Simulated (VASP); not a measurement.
# Al3O2 (R-3m) in VASP: notebook

Runs on Al3O2. Level: PBE. Tasks: single point, relaxation of cell and atoms.

Everything below comes from runs of VASP 6.6.1. Logs are shortened: lines on timing, memory, paths and dates and some standing lists are left out, and cuts for length are marked.

## (1) The cell of the first run

The structure is trigonal, space group R-3m (No. 166). Conventional cell: a = 5.900 Å, b = 5.900 Å, c = 7.205 Å, α = 90.00°, β = 90.00°, γ = 120.00°. Within 2.5 Å of Al (site symmetry 2/m) lie 2 O at 1.87 Å. Within 2.5 Å of O (site symmetry 3m) lie 3 Al at 1.87 Å.

The cell was generated, and may not be a known phase.

## (2) Single point, PBE, collinear spin, ferromagnetic start

INCAR

```
SYSTEM = Al3O2
  PREC = Accurate
  ENCUT = 520
  EDIFF = 1E-6
  ISMEAR = 0
  SIGMA = 0.1
  LREAL = .False.
  LASPH = .True.
  NELM = 150
  ALGO = Normal
  ISIF = 2
  LWAVE = .False.
  LCHARG = .False.
  ISPIN = 2
  MAGMOM = 0 0 0 1 1
  LORBIT = 11
  GGA = PE
  NBANDS = 22
```

KPOINTS

```
regular mesh
0
Gamma
  6 6 6
  0 0 0
```

POSCAR

```
Al3O2
1.0
    2.9501567069      1.7032737689      2.4017203819
   -2.9501567069      1.7032737689      2.4017203819
    0.0000000000     -3.4065475377      2.4017203819
Al O
3 2
Direct
    0.0000000000      0.0000000000      0.5000000000
    0.5000000000      0.0000000000      0.0000000000
    0.0000000000      0.5000000000      0.0000000000
    0.7252968690      0.7252968690      0.7252968690
    0.2747031310      0.2747031310      0.2747031310
```

Potentials or basis: VASP PAW PBE potentials, release 64 (Al, O).

Run with:

```
$ cat potpaw_PBE.64/Al/POTCAR potpaw_PBE.64/O/POTCAR > POTCAR
$ mpirun -np 1 vasp_std > vasp.out
```

OUTCAR:

```text
SYSTEM = Al3O2
   PREC = Accurate
   ENCUT = 520
   EDIFF = 1E-6
   ISMEAR = 0
   LREAL = .False.
   LASPH = .True.
   NELM = 150
   ISIF = 2
   ISPIN = 2
   LORBIT = 11
   GGA = PE

 ion  position               nearest neighbor table
   1  0.000  0.000  0.500-   4 1.87   5 1.87   2 2.94   3 2.94   3 2.94   2 2.94   3 2.95   2 2.95
                             2 2.95   3 2.95
   2  0.500  0.000  0.000-   4 1.87   5 1.87   1 2.94   1 2.94   3 2.94   3 2.94   1 2.95   1 2.95
                             3 2.95   3 2.95
   3  0.000  0.500  0.000-   4 1.87   5 1.87   1 2.94   1 2.94   2 2.94   2 2.94   1 2.95   1 2.95
                             2 2.95   2 2.95
   4  0.725  0.725  0.725-   2 1.87   3 1.87   1 1.87
   5  0.275  0.275  0.275-   2 1.87   3 1.87   1 1.87

  LATTYP: Found a trigonal (rhomboedric) cell.
 ALAT       =     4.1680723266
 COS(alpha) =    -0.0019583612

  Lattice vectors:

 A1 = (   2.9501567069,   1.7032737689,   2.4017203819)
 A2 = (  -2.9501567069,   1.7032737689,   2.4017203819)
 A3 = (   0.0000000000,  -3.4065475377,   2.4017203819)

Analysis of symmetry for initial positions (statically):
=====================================================================
 Subroutine PRICEL returns:
 Original cell was already a primitive cell.

 Routine SETGRP: Setting up the symmetry group for a
 trigonal (rhombohedral) supercell.

 Subroutine GETGRP returns: Found 12 space group operations
 (whereof 12 operations were pure point group operations)
 out of a pool of 12 trial point group operations.

The static configuration has the point symmetry D_3d.

Analysis of symmetry for dynamics (positions and initial velocities):
=====================================================================
 Subroutine PRICEL returns:
 Original cell was already a primitive cell.

 Routine SETGRP: Setting up the symmetry group for a
 trigonal (rhombohedral) supercell.

 Subroutine GETGRP returns: Found 12 space group operations
 (whereof 12 operations were pure point group operations)
 out of a pool of 12 trial point group operations.

The dynamic configuration has the point symmetry D_3d.

Analysis of structural, dynamic, and magnetic symmetry:
=====================================================================
 Subroutine PRICEL returns:
 Original cell was already a primitive cell.

 Routine SETGRP: Setting up the symmetry group for a
 trigonal (rhombohedral) supercell.

 Subroutine GETGRP returns: Found 12 space group operations
 (whereof 12 operations were pure point group operations)
 out of a pool of 12 trial point group operations.

The overall configuration has the point symmetry D_3d.

 Subroutine INISYM returns: Found 12 space group operations
 (whereof 12 operations are pure point group operations),
 and found     1 'primitive' translations

----------------------------------------------------------------------------------------

                                     Primitive cell

  volume of cell :      72.4108

  direct lattice vectors                    reciprocal lattice vectors
     2.950156707  1.703273769  2.401720382     0.169482522  0.097850780  0.138789401
    -2.950156707  1.703273769  2.401720382    -0.169482522  0.097850780  0.138789401
     0.000000000 -3.406547538  2.401720382     0.000000000 -0.195701560  0.138789401

  length of vectors
     4.168072327  4.168072327  4.168072327     0.239919983  0.239919983  0.239919983

  position of ions in fractional coordinates (direct lattice)
     0.000000000  0.000000000  0.500000000
     0.500000000  1.000000000  0.000000000
     1.000000000  0.500000000  0.000000000
     0.725296869  0.725296869  0.725296869
     0.274703131  0.274703131  0.274703131

  ion indices of the primitive-cell ions
   primitive index   ion index
                 1           1
                 2           2
                 3           3
                 4           4
                 5           5

----------------------------------------------------------------------------------------

 KPOINTS: regular mesh

Automatic generation of k-mesh.
 Grid dimensions read from file:
 generate k-points for:    6    6    6

 Generating k-lattice:

  Cartesian coordinates                     Fractional coordinates (reciprocal lattice)
     0.028247087  0.016308463  0.023131567     0.166666667 -0.000000000  0.000000000
    -0.028247087  0.016308463  0.023131567    -0.000000000  0.166666667  0.000000000
     0.000000000 -0.032616927  0.023131567     0.000000000  0.000000000  0.166666667

  Length of vectors
     0.039986664  0.039986664  0.039986664

  Shift w.r.t. Gamma in fractional coordinates (k-lattice)
     0.000000000  0.000000000  0.000000000

 Subroutine IBZKPT returns following result:
 ===========================================

 Found     32 irreducible k-points:

 Following reciprocal coordinates:
            Coordinates               Weight
  0.000000  0.000000  0.000000      1.000000
  0.166667 -0.000000 -0.000000      6.000000
  0.333333 -0.000000  0.000000      6.000000
  0.500000  0.000000  0.000000      3.000000
  0.166667  0.166667 -0.000000      6.000000
  0.333333  0.166667  0.000000     12.000000
[... 16 lines left out ...]
  0.500000  0.500000  0.166667      6.000000
 -0.333333  0.500000  0.166667     12.000000
 [... further k-points ...]
   k-points           NKPTS =     32   k-points in BZ     NKDIM =     32   number of bands    NBANDS=     22
   number of dos      NEDOS =    301   number of ions     NIONS =      5
   total plane-waves  NPLWV =  32768
   dimension x,y,z NGX =    32 NGY =   32 NGZ =   32
   dimension x,y,z NGXF=    64 NGYF=   64 NGZF=   64
   ions per type =               3   2
   NGX,Y,Z   is equivalent  to a cutoff of  12.76, 12.76, 12.76 a.u.
   NGXF,Y,Z  is equivalent  to a cutoff of  25.53, 25.53, 25.53 a.u.
 SYSTEM =  Al3O2
   PREC   = accura    normal or accurate (medium, high low for compatibility)
   ISTART =      0    job   : 0-new  1-cont  2-samecut
   ICHARG =      2    charge: 1-file 2-atom 10-const
   ISPIN  =      2    spin polarized calculation?
   LNONCOLLINEAR =      F non collinear calculations
   LSORBIT =      F    spin-orbit coupling
   LASPH  =      T    aspherical Exc in radial PAW
   ENCUT  =  520.0 eV  38.22 Ry    6.18 a.u.   7.75  7.75  7.75*2*pi/ulx,y,z
   NELM   =    150;   NELMIN=  2; NELMDL= -5     # of ELM steps
   EDIFF  = 0.1E-05   stopping-criterion for ELM
   LREAL  =      F    real-space projection
   EDIFFG = 0.1E-04   stopping-criterion for IOM
   NSW    =      0    number of steps for IOM
   IBRION =     -1    ionic relax: 0-MD 1-quasi-New 2-CG
   NFREE  =      0    steps in history (QN), initial steepest desc. (CG)
   ISIF   =      2    stress and relaxation
   ISYM   =      2    0-nonsym 1-usesym 2-fastsym
   POTIM  = 0.5000    time-step for ionic-motion
   TEBEG  =    0.0;   TEEND  =   0.0 temperature during run
   PSTRESS=    0.0 pullay stress
   NELECT =      21.0000    total number of electrons
   NUPDOWN=      -1.0000    fix difference up-down
   EMIN   =  10.00;   EMAX   =-10.00  energy-range for DOS
   EFERMI =   0.00;   METHOD = LEGACY
   ISMEAR =     0;   SIGMA  =   0.10  broadening in eV -4-tet -1-fermi 0-gaus
   EFERMI_NEDOS =   21; number of points for ismear=-14 and -15
   IALGO  =     38    algorithm
   IMIX   =      4    mixing-type and parameters
     AMIX     =   0.40;   BMIX     =  1.00
     AMIX_MAG =   1.60;   BMIX_MAG =  1.00
  volume/ion in A,a.u.               =      14.48        97.73
  Fermi-wavevector in a.u.,A,eV,Ry     =   1.083628  2.047760 15.976634  1.174249
  Thomas-Fermi vector in A             =   2.219698
   LORBIT       =     11    0 simple, 1 ext, 2 COOP (PROOUT), +10 PAW based schemes
   GGA     = PE    functional components
   LHFCALC =     F    Hartree Fock is set to
   AEXX    =    0.0000 exact exchange contribution
   IVDW    =     0    specifies the selected vdW correction
   LEPSILON=     F    determine dielectric tensor
   LRPA    =     F    only Hartree local field effects (RPA)
 spin polarized calculation
 Gauss-broadening in eV      SIGMA  =   0.10
  energy-cutoff  :      520.00
  volume of cell :       72.41
 maximum number of plane-waves:      1976
   NGX = 15   NGY = 15   NGZ = 15

 number of electron      20.9999989 magnetization       0.3497984

 Free energy of the ion-electron system (eV)
  ---------------------------------------------------
  ext. energy  EPLUGINS =         0.00000000
  ---------------------------------------------------
  free energy    TOTEN  =       -26.36694001 eV

  energy without entropy =      -26.34829578  energy(sigma->0) =      -26.35761789

 E-fermi :   5.6769     XC(G=0):  -9.7802

 val. band max:        5.6556634927   @ k =  -0.1667   0.5000   0.1667
 cond. band min:       5.6809144139   @ k =   0.5000   0.5000   0.5000
 fundamental gap:      0.0252509212
 Fermi energy:         5.6769312485

 spin component 1

 k-point     1 :       0.0000    0.0000    0.0000
  band No.  band energies     occupation
      1     -14.3721      1.00000
      2     -13.8278      1.00000
      3      -0.9876      1.00000
      4      -0.9876      1.00000
      5      -0.5922      1.00000
      6       0.3136      1.00000
[... 14 lines left out ...]
     21      14.8920      0.00000
     22      14.8920      0.00000

 k-point     2 :       0.1667   -0.0000   -0.0000
  band No.  band energies     occupation
      1     -14.3285      1.00000
      2     -13.8557      1.00000
      3      -1.1715      1.00000
      4      -0.8952      1.00000
      5      -0.8946      1.00000
      6       0.2384      1.00000
[... 14 lines left out ...]
     21      15.3499      0.00000
     22      16.3005      0.00000
[... 523 lines left out ...]
     21      17.1939      0.00000
     22      17.5844      0.00000

 k-point    24 :      -0.3333    0.5000    0.1667
  band No.  band energies     occupation
      1     -14.0482      1.00000
      2     -14.0078      1.00000
      3      -2.1551      1.00000
      4      -1.8245      1.00000
      5      -0.1764      1.00000
      6      -0.1268      1.00000
[... 14 lines left out ...]
     21      16.8796      0.00000
     22      17.1821      0.00000

 [... further k-points ...]

 spin component 2

 k-point     1 :       0.0000    0.0000    0.0000
  band No.  band energies     occupation
      1     -14.2958      1.00000
      2     -13.7488      1.00000
      3      -0.9217      1.00000
      4      -0.9217      1.00000
      5      -0.4603      1.00000
      6       0.3876      1.00000
[... 14 lines left out ...]
     21      14.9254      0.00000
     22      14.9254      0.00000

 k-point     2 :       0.1667   -0.0000   -0.0000
  band No.  band energies     occupation
      1     -14.2521      1.00000
      2     -13.7769      1.00000
      3      -1.0930      1.00000
      4      -0.8282      1.00000
      5      -0.7841      1.00000
      6       0.3116      1.00000
[... 14 lines left out ...]
     21      15.4028      0.00000
     22      16.3759      0.00000
[... 523 lines left out ...]
     21      17.2818      0.00000
     22      17.6441      0.00000

 k-point    24 :      -0.3333    0.5000    0.1667
  band No.  band energies     occupation
      1     -13.9709      1.00000
      2     -13.9300      1.00000
      3      -2.0700      1.00000
      4      -1.7389      1.00000
      5      -0.1019      1.00000
      6      -0.0537      1.00000
[... 14 lines left out ...]
     21      16.9581      0.00000
     22      17.2547      0.00000

 [... further k-points ...]

------------------------ aborting loop because EDIFF is reached ----------------------------------------

  FORCE on cell =-STRESS in cart. coord.  units (eV):
  Direction    XX          YY          ZZ          XY          YZ          ZX
  --------------------------------------------------------------------------------------
  -------------------------------------------------------------------------------------
  Total        0.1367786      0.1367786     -0.1732339      0.0000000     -0.0000000      0.0000000
  in kB        3.0263936      3.0263936     -3.8330121      0.0000000     -0.0000000      0.0000000
  external PRESSURE =       0.7399250 kB  Pullay stress =       0.0000000 kB

 VOLUME and BASIS-vectors are now :
 -----------------------------------------------------------------------------
  energy-cutoff  :      520.00
  volume of cell :       72.41
      direct lattice vectors                 reciprocal lattice vectors
     2.950156707  1.703273769  2.401720382     0.169482522  0.097850780  0.138789401
    -2.950156707  1.703273769  2.401720382    -0.169482522  0.097850780  0.138789401
     0.000000000 -3.406547538  2.401720382     0.000000000 -0.195701560  0.138789401

 POSITION                                       TOTAL-FORCE (eV/Angst)
 -----------------------------------------------------------------------------------
      0.00000     -1.70327      1.20086        -0.000000      0.000000     -0.000000
      1.47508      0.85164      1.20086         0.000000     -0.000000     -0.000000
     -1.47508      0.85164      1.20086        -0.000000     -0.000000     -0.000000
      0.00000      0.00000      5.22588        -0.000000      0.000000      0.009629
      0.00000      0.00000      1.97928        -0.000000     -0.000000     -0.009629
 -----------------------------------------------------------------------------------
    total drift:                               -0.000000      0.000000      0.000000

  FREE ENERGIE OF THE ION-ELECTRON SYSTEM (eV)
  ---------------------------------------------------
  free  energy   TOTEN  =       -26.3669400063 eV

  energy  without entropy=      -26.3482957751  energy(sigma->0) =      -26.35761789

 total charge

# of ion       s       p       d       tot
------------------------------------------
    1        0.386   0.339   0.000   0.725
    2        0.386   0.339   0.000   0.725
    3        0.386   0.339   0.000   0.725
    4        1.591   3.478   0.000   5.070
    5        1.591   3.478   0.000   5.070
--------------------------------------------------
tot          4.341   7.974   0.000  12.315

 magnetization (x)

# of ion       s       p       d       tot
------------------------------------------
    1        0.006   0.012   0.000   0.017
    2        0.006   0.012   0.000   0.017
    3        0.006   0.012   0.000   0.017
    4        0.001   0.047   0.000   0.048
    5        0.001   0.047   0.000   0.048
--------------------------------------------------
tot          0.019   0.129   0.000   0.148
```

Wall time 2.6 min (1 thread of Intel Xeon 8259CL, shared host); peak memory 0.24 GiB.

Results:

- Free energy: -26.3669 eV
- Pressure: 0.1 GPa
- Largest force: 0.010 eV/Å
- Net moment: 0.35 μB per cell
- Site moments: Al +0.02; O +0.05 μB
- Valence electrons inside the program's atomic spheres: Al 0.72; O 5.07

Forces on the atoms (eV/Å):
```
Al   0.000  0.000  0.000
Al   0.000  0.000  0.000
Al   0.000  0.000  0.000
O    0.000  0.000  0.010
O    0.000  0.000 -0.010
```

Stress tensor (GPa, compression positive):
```
 0.30  0.00  0.00
 0.00  0.30  0.00
 0.00  0.00 -0.38
```

Levels at points of the mesh, in eV from the Fermi level:
Spin up:
```tsv
k point	band 9	band 10	band 11	band 12	band 13	band 14
(0.00, 0.00, 0.00)	-4.13	-1.27	-1.27	4.28	4.28	5.19
(0.50, 0.00, 0.00)	-1.74	-1.45	-0.04	1.66	4.08	4.15
(0.50, 0.50, 0.00)	-1.75	-1.67	0.20	0.91	4.12	4.45
(0.50, 0.50, 0.50)	-0.21	0.00	0.00	1.63	1.63	2.60
```
Spin down:
```csv
k point,band 7,band 8,band 9,band 10,band 11,band 12,band 13,band 14
"(0.00, 0.00, 0.00)",-5.29,-4.33,-4.07,-1.11,-1.11,4.40,4.40,5.29
"(0.50, 0.00, 0.00)",-5.10,-4.73,-1.61,-1.32,0.15,1.77,4.18,4.28
"(0.50, 0.50, 0.00)",-5.22,-4.37,-1.61,-1.53,0.37,1.04,4.20,4.54
"(0.50, 0.50, 0.50)",-5.91,-5.46,-0.05,0.17,0.17,1.74,1.74,2.68
```

Caveat: a moment this small can come from the mesh or the smearing.

(Part 1 of 2 ends here.)
